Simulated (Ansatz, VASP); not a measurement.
**LaC in VASP and in Ansatz**

File INCAR:

```
SYSTEM = LaC
ALGO     = Normal         ! electronic algorithm
EDIFF    = 1E-6           ! SCF threshold, eV
ENCUT    = 520            ! plane-wave cutoff, eV
GGA      = PE             ! functional
ISIF     = 2              ! what is computed and relaxed
ISMEAR   = 0              ! smearing method
LASPH    = .TRUE.         ! aspherical terms in the spheres
LCHARG   = .FALSE.        ! write CHGCAR
LREAL    = Auto         
LWAVE    = .FALSE.        ! write WAVECAR
NBANDS   = 74             ! bands
NELM     = 80             ! most SCF steps
PREC     = Accurate       ! precision mode
SIGMA    = 0.05           ! smearing width, eV
```

The input KPOINTS:

```
k-points
0
G
  4 4 4
  0 0 0
```

The input POSCAR:

```
LaC
1.0
    0.0000000000      5.4331673882      5.4331673882
    5.4331673882      0.0000000000      5.4331673882
    5.4331673882      5.4331673882      0.0000000000
La C
8 8
Direct
    0.2500000000      0.2500000000      0.2500000000
    0.2500000000      0.2500000000      0.7500000000
    0.2500000000      0.7500000000      0.2500000000
    0.2500000000      0.7500000000      0.7500000000
    0.7500000000      0.2500000000      0.2500000000
    0.7500000000      0.2500000000      0.7500000000
    0.7500000000      0.7500000000      0.2500000000
    0.7500000000      0.7500000000      0.7500000000
    0.0000000000      0.0000000000      0.0000000000
    0.0000000000      0.0000000000      0.5000000000
    0.0000000000      0.5000000000      0.0000000000
    0.0000000000      0.5000000000      0.5000000000
    0.5000000000      0.0000000000      0.0000000000
    0.5000000000      0.0000000000      0.5000000000
    0.5000000000      0.5000000000      0.0000000000
    0.5000000000      0.5000000000      0.5000000000
```

Input for Ansatz:

```yaml
crystal:
  lattice:
    - [0.0, 5.4331673882, 5.4331673882]
    - [5.4331673882, 0.0, 5.4331673882]
    - [5.4331673882, 5.4331673882, 0.0]
  atoms:
    - { symbol: La, position: [0.25, 0.25, 0.25] }
    - { symbol: C, position: [0.0, 0.0, 0.0] }
    - { symbol: La, position: [0.25, 0.25, 0.75] }
    - { symbol: C, position: [0.0, 0.0, 0.5] }
    - { symbol: La, position: [0.25, 0.75, 0.25] }
    - { symbol: C, position: [0.0, 0.5, 0.0] }
    - { symbol: La, position: [0.25, 0.75, 0.75] }
    - { symbol: C, position: [0.0, 0.5, 0.5] }
    - { symbol: La, position: [0.75, 0.25, 0.25] }
    - { symbol: C, position: [0.5, 0.0, 0.0] }
    - { symbol: La, position: [0.75, 0.25, 0.75] }
    - { symbol: C, position: [0.5, 0.0, 0.5] }
    - { symbol: La, position: [0.75, 0.75, 0.25] }
    - { symbol: C, position: [0.5, 0.5, 0.0] }
    - { symbol: La, position: [0.75, 0.75, 0.75] }
    - { symbol: C, position: [0.5, 0.5, 0.5] }
basis:
  ecutwfc: 420
  ecutrho_ratio: 4
kpoints:
  mp_grid: { grid: [4, 4, 4] }
hamiltonian:
  xc: pbe
scf:
  occupations: { method: gaussian, width: 0.05 }
output:
  forces: true
  stress: true
  eigenvalues: true
```

Alike in both runs: task single point; functional PBE; k mesh 4 × 4 × 4; occupations gaussian, width 0.05 eV; no spin polarisation.

|  | VASP | Ansatz |
| --- | --- | --- |
| version | VASP 6.6.1 | Ansatz 0.2.0 |
| potentials or method | VASP PAW PBE potentials, release 64 (La, C), cutoff 520 eV | scalar-relativistic, plane waves, PAW |
| valence electrons in the cell | 120 | 120 |

```csv
,VASP,Ansatz,Ansatz less VASP
gap on the k mesh at the Fermi level (eV),none,none,-
pressure (GPa),-0.4,-0.4,-0.01
```

A gap of «none» marks a metal or a gap that the smearing closes.

Neither program's run includes spin-orbit coupling.
